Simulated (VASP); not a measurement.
# Pt (Fm-3m) in VASP: a series of runs

Runs on Pt. Level: LDA. Tasks: single point.

All numbers are computed with VASP 6.6.1; they aren't measurements. Logs are shortened: lines on timing, memory, paths and dates and some standing lists are left out, and cuts for length are marked.

## (1) The cell of the first run

It takes space group Fm-3m (No. 225, cubic). The conventional cell has a = 3.895 Å, b = 3.895 Å, c = 3.895 Å, α = 90.00°, β = 90.00°, γ = 90.00°. Within 3.6 Å of Pt (site symmetry m-3m) lie 12 Pt at 2.75 Å.

## (2) Single point, LDA

The input, INCAR:

```
PREC = Accurate
ENCUT = 520
EDIFF = 1E-6
ISMEAR = 0
SIGMA = 0.1
LREAL = False
LASPH = True
NELM = 100
ALGO = Normal
ISIF = 2
LWAVE = False
LCHARG = False
NBANDS = 11
```

The input, KPOINTS:

```
regular mesh
0
Gamma
  14 14 14
```

The input, POSCAR:

```
Pt
1.0
    0.0000000000      1.9474302061      1.9474302061
    1.9474302061      0.0000000000      1.9474302061
    1.9474302061      1.9474302061      0.0000000000
Pt
1
Direct
    0.0000000000      0.0000000000      0.0000000000
```

Potentials or basis: VASP PAW LDA potentials, release 64 (Pt).

Run with:

```console
> cat potpaw_LDA.64/Pt/POTCAR > POTCAR
> mpirun -np 1 vasp_std > vasp.out
```

OUTCAR:

```text
PREC = Accurate
   ENCUT = 520
   EDIFF = 1E-6
   ISMEAR = 0
   LREAL = False
   LASPH = True
   NELM = 100
   ISIF = 2

 ion  position               nearest neighbor table
   1  0.000  0.000  0.000-

  LATTYP: Found a face centered cubic cell.
 ALAT       =     3.8948604122

  Lattice vectors:

 A1 = (   0.0000000000,   1.9474302061,   1.9474302061)
 A2 = (   1.9474302061,   0.0000000000,   1.9474302061)
 A3 = (   1.9474302061,   1.9474302061,   0.0000000000)

Analysis of symmetry for initial positions (statically):
=====================================================================
 Subroutine PRICEL returns:
 Original cell was already a primitive cell.

 Routine SETGRP: Setting up the symmetry group for a
 face centered cubic supercell.

 Subroutine GETGRP returns: Found 48 space group operations
 (whereof 48 operations were pure point group operations)
 out of a pool of 48 trial point group operations.

The static configuration has the point symmetry O_h .

Analysis of symmetry for dynamics (positions and initial velocities):
=====================================================================
 Subroutine PRICEL returns:
 Original cell was already a primitive cell.

 Routine SETGRP: Setting up the symmetry group for a
 face centered cubic supercell.

 Subroutine GETGRP returns: Found 48 space group operations
 (whereof 48 operations were pure point group operations)
 out of a pool of 48 trial point group operations.

The dynamic configuration has the point symmetry O_h .

 Subroutine INISYM returns: Found 48 space group operations
 (whereof 48 operations are pure point group operations),
 and found     1 'primitive' translations

----------------------------------------------------------------------------------------

                                     Primitive cell

  volume of cell :      14.7712

  direct lattice vectors                    reciprocal lattice vectors
     0.000000000  1.947430206  1.947430206    -0.256748611  0.256748611  0.256748611
     1.947430206  0.000000000  1.947430206     0.256748611 -0.256748611  0.256748611
     1.947430206  1.947430206  0.000000000     0.256748611  0.256748611 -0.256748611

  length of vectors
     2.754082209  2.754082209  2.754082209     0.444701639  0.444701639  0.444701639

  position of ions in fractional coordinates (direct lattice)
     0.000000000  0.000000000  0.000000000

  ion indices of the primitive-cell ions
   primitive index   ion index
                 1           1

----------------------------------------------------------------------------------------

 KPOINTS: regular mesh

Automatic generation of k-mesh.
 Grid dimensions read from file:
 generate k-points for:   14   14   14

 Generating k-lattice:

  Cartesian coordinates                     Fractional coordinates (reciprocal lattice)
    -0.018339186  0.018339186  0.018339186     0.071428571  0.000000000  0.000000000
     0.018339186 -0.018339186  0.018339186     0.000000000  0.071428571  0.000000000
     0.018339186  0.018339186 -0.018339186     0.000000000  0.000000000  0.071428571

  Length of vectors
     0.031764403  0.031764403  0.031764403

  Shift w.r.t. Gamma in fractional coordinates (k-lattice)
     0.000000000  0.000000000  0.000000000

 Subroutine IBZKPT returns following result:
 ===========================================

 Found    104 irreducible k-points:

 Following reciprocal coordinates:
            Coordinates               Weight
  0.000000  0.000000  0.000000      1.000000
  0.071429  0.000000  0.000000      8.000000
  0.142857  0.000000  0.000000      8.000000
  0.214286  0.000000  0.000000      8.000000
  0.285714  0.000000  0.000000      8.000000
  0.357143  0.000000  0.000000      8.000000
[... 16 lines left out ...]
  0.214286  0.142857  0.000000     24.000000
  0.285714  0.142857  0.000000     24.000000
 [... further k-points ...]
   k-points           NKPTS =    104   k-points in BZ     NKDIM =    104   number of bands    NBANDS=     11
   number of dos      NEDOS =    301   number of ions     NIONS =      1
   total plane-waves  NPLWV =   8000
   dimension x,y,z NGX =    20 NGY =   20 NGZ =   20
   dimension x,y,z NGXF=    40 NGYF=   40 NGZF=   40
   ions per type =               1
   NGX,Y,Z   is equivalent  to a cutoff of  12.07, 12.07, 12.07 a.u.
   NGXF,Y,Z  is equivalent  to a cutoff of  24.15, 24.15, 24.15 a.u.
 SYSTEM =  unknown system
   PREC   = accura    normal or accurate (medium, high low for compatibility)
   ISTART =      0    job   : 0-new  1-cont  2-samecut
   ICHARG =      2    charge: 1-file 2-atom 10-const
   ISPIN  =      1    spin polarized calculation?
   LNONCOLLINEAR =      F non collinear calculations
   LSORBIT =      F    spin-orbit coupling
   LASPH  =      T    aspherical Exc in radial PAW
   ENCUT  =  520.0 eV  38.22 Ry    6.18 a.u.   5.12  5.12  5.12*2*pi/ulx,y,z
   NELM   =    100;   NELMIN=  2; NELMDL= -5     # of ELM steps
   EDIFF  = 0.1E-05   stopping-criterion for ELM
   LREAL  =      F    real-space projection
   EDIFFG = 0.1E-04   stopping-criterion for IOM
   NSW    =      0    number of steps for IOM
   IBRION =     -1    ionic relax: 0-MD 1-quasi-New 2-CG
   NFREE  =      0    steps in history (QN), initial steepest desc. (CG)
   ISIF   =      2    stress and relaxation
   ISYM   =      2    0-nonsym 1-usesym 2-fastsym
   POTIM  = 0.5000    time-step for ionic-motion
   TEBEG  =    0.0;   TEEND  =   0.0 temperature during run
   PSTRESS=    0.0 pullay stress
   NELECT =      10.0000    total number of electrons
   NUPDOWN=      -1.0000    fix difference up-down
   EMIN   =  10.00;   EMAX   =-10.00  energy-range for DOS
   EFERMI =   0.00;   METHOD = LEGACY
   ISMEAR =     0;   SIGMA  =   0.10  broadening in eV -4-tet -1-fermi 0-gaus
   EFERMI_NEDOS =   21; number of points for ismear=-14 and -15
   IALGO  =     38    algorithm
   IMIX   =      4    mixing-type and parameters
     AMIX     =   0.40;   BMIX     =  1.00
     AMIX_MAG =   1.60;   BMIX_MAG =  1.00
  volume/ion in A,a.u.               =      14.77        99.68
  Fermi-wavevector in a.u.,A,eV,Ry     =   1.437484  2.716450 28.114526  2.066359
  Thomas-Fermi vector in A             =   2.556556
   LORBIT       =      0    0 simple, 1 ext, 2 COOP (PROOUT), +10 PAW based schemes
   GGA     = CA    functional components
   LHFCALC =     F    Hartree Fock is set to
   AEXX    =    0.0000 exact exchange contribution
   IVDW    =     0    specifies the selected vdW correction
   LEPSILON=     F    determine dielectric tensor
   LRPA    =     F    only Hartree local field effects (RPA)
 non-spin polarized calculation
 Gauss-broadening in eV      SIGMA  =   0.10
  energy-cutoff  :      520.00
  volume of cell :       14.77
 maximum number of plane-waves:       411
   NGX = 11   NGY = 11   NGZ = 11

 number of electron      10.0000000 magnetization

 Free energy of the ion-electron system (eV)
  ---------------------------------------------------
  ext. energy  EPLUGINS =         0.00000000
  ---------------------------------------------------
  free energy    TOTEN  =        -7.51711472 eV

  energy without entropy =       -7.50930990  energy(sigma->0) =       -7.51321231

 E-fermi :  11.5368     XC(G=0): -13.8080

 val. band max:       11.5222977773   @ k =   0.5000   0.3571   0.0714
 cond. band min:      11.5573272892   @ k =   0.4286   0.1429   0.0000
 fundamental gap:      0.0350295119
 Fermi energy:        11.5367603251

 k-point     1 :       0.0000    0.0000    0.0000
  band No.  band energies     occupation
      1       1.0674      2.00000
      2       7.5981      2.00000
      3       7.5981      2.00000
      4       7.5981      2.00000
      5       9.8696      2.00000
      6       9.8696      2.00000
      7      26.1063      0.00000
      8      31.1491      0.00000
      9      31.1491      0.00000
     10      31.1491      0.00000
     11      36.6786      0.00000

 k-point     2 :       0.0714    0.0000    0.0000
  band No.  band energies     occupation
      1       1.2768      2.00000
      2       7.5039      2.00000
      3       7.6817      2.00000
      4       7.6817      2.00000
      5       9.8223      2.00000
      6       9.8223      2.00000
      7      26.4377      0.00000
      8      30.1339      0.00000
      9      31.4776      0.00000
     10      31.4776      0.00000
     11      37.7998      0.00000

 k-point     3 :       0.1429    0.0000    0.0000
  band No.  band energies     occupation
      1       1.8709      2.00000
      2       7.2902      2.00000
      3       7.8771      2.00000
      4       7.8771      2.00000
      5       9.7512      2.00000
      6       9.7512      2.00000
      7      27.2757      0.00000
      8      28.2110      0.00000
      9      32.4145      0.00000
     10      32.4145      0.00000
     11      37.5506      0.00000

 k-point     4 :       0.2143    0.0000    0.0000
  band No.  band energies     occupation
      1       2.7174      2.00000
      2       7.1630      2.00000
      3       8.0062      2.00000
      4       8.0062      2.00000
      5       9.8611      2.00000
      6       9.8611      2.00000
      7      26.0912      0.00000
      8      27.9970      0.00000
      9      33.7781      0.00000
     10      33.7781      0.00000
     11      35.4842      0.00000

 k-point     5 :       0.2857    0.0000    0.0000
  band No.  band energies     occupation
      1       3.5041      2.00000
      2       7.4869      2.00000
      3       7.9300      2.00000
      4       7.9300      2.00000
      5      10.2941      2.00000
      6      10.2941      2.00000
      7      23.7391      0.00000
      8      27.6145      0.00000
      9      34.2560      0.00000
     10      34.2560      0.00000
     11      35.5639      0.00000
[... 211 lines left out ...]
 k-point    21 :      -0.0714    0.0714    0.0000
  band No.  band energies     occupation
      1       1.6165      2.00000
      2       7.3331      2.00000
      3       7.7997      2.00000
      4       7.8504      2.00000
      5       9.6111      2.00000
      6       9.9144      2.00000
      7      26.9511      0.00000
      8      29.2406      0.00000
      9      31.2614      0.00000
     10      32.3491      0.00000
     11      38.3190      0.00000

 k-point    22 :       0.1429    0.1429    0.0000
  band No.  band energies     occupation
      1       2.1469      2.00000
      2       6.9191      2.00000
      3       8.1792      2.00000
      4       8.1792      2.00000
      5       9.1191      2.00000
      6      10.1602      2.00000
      7      27.8053      0.00000
      8      29.5628      0.00000
      9      31.0964      0.00000
     10      31.0964      0.00000
     11      39.0794      0.00000

 k-point    23 :       0.2143    0.1429    0.0000
  band No.  band energies     occupation
      1       2.8083      2.00000
      2       6.6355      2.00000
      3       8.3072      2.00000
      4       8.4516      2.00000
      5       9.0580      2.00000
      6      10.3279      2.00000
      7      28.1611      0.00000
      8      28.7007      0.00000
      9      30.9203      0.00000
     10      31.6050      0.00000
     11      36.5801      0.00000

 k-point    24 :       0.2857    0.1429    0.0000
  band No.  band energies     occupation
      1       3.6460      2.00000
      2       6.4943      2.00000
      3       7.9659      2.00000
      4       8.5631      2.00000
      5       9.7355      2.00000
      6      10.6643      2.00000
      7      25.9133      0.00000
      8      28.9577      0.00000
      9      30.6303      0.00000
     10      31.9392      0.00000
     11      36.0754      0.00000

 [... further k-points ...]

------------------------ aborting loop because EDIFF is reached ----------------------------------------

  FORCE on cell =-STRESS in cart. coord.  units (eV):
  Direction    XX          YY          ZZ          XY          YZ          ZX
  --------------------------------------------------------------------------------------
  -------------------------------------------------------------------------------------
  Total        0.0338703      0.0338703      0.0338703      0.0000000      0.0000000      0.0000000
  in kB        3.6737877      3.6737877      3.6737877      0.0000000      0.0000000      0.0000000
  external PRESSURE =       3.6737877 kB  Pullay stress =       0.0000000 kB

 VOLUME and BASIS-vectors are now :
 -----------------------------------------------------------------------------
  energy-cutoff  :      520.00
  volume of cell :       14.77
      direct lattice vectors                 reciprocal lattice vectors
     0.000000000  1.947430206  1.947430206    -0.256748611  0.256748611  0.256748611
     1.947430206  0.000000000  1.947430206     0.256748611 -0.256748611  0.256748611
     1.947430206  1.947430206  0.000000000     0.256748611  0.256748611 -0.256748611

 POSITION                                       TOTAL-FORCE (eV/Angst)
 -----------------------------------------------------------------------------------
      0.00000      0.00000      0.00000        -0.000000     -0.000000     -0.000000
 -----------------------------------------------------------------------------------
    total drift:                                0.000000      0.000000     -0.000000

  FREE ENERGIE OF THE ION-ELECTRON SYSTEM (eV)
  ---------------------------------------------------
  free  energy   TOTEN  =        -7.5171147248 eV

  energy  without entropy=       -7.5093099044  energy(sigma->0) =       -7.51321231
```

Wall time 22 s (1 thread of Intel Xeon 8259CL, shared host); peak memory 0.13 GiB.

Results:

```
Free energy            : -7.5171 eV
Pressure               : 0.4 GPa
Band gap on the k mesh : zero (band 5 reaches 12.06 eV, above the bottom of band 6 at 9.75 eV)
```

Levels at points of the mesh, in eV from the Fermi level:
```tsv
k point	band 2	band 3	band 4	band 5	band 6	band 7	band 8	band 9
(0.00, 0.00, 0.00)	-3.94	-3.94	-3.94	-1.67	-1.67	14.57	19.61	19.61
(0.50, 0.00, 0.00)	-3.99	-3.99	-0.55	0.06	0.06	6.00	14.14	19.05
(0.50, 0.50, 0.00)	-6.86	0.04	0.52	0.52	1.74	9.11	11.41	11.41
```

Caveat: spin-orbit coupling is left out, which moves the levels of the heavy elements.

(Part 1 of 2 ends here.)
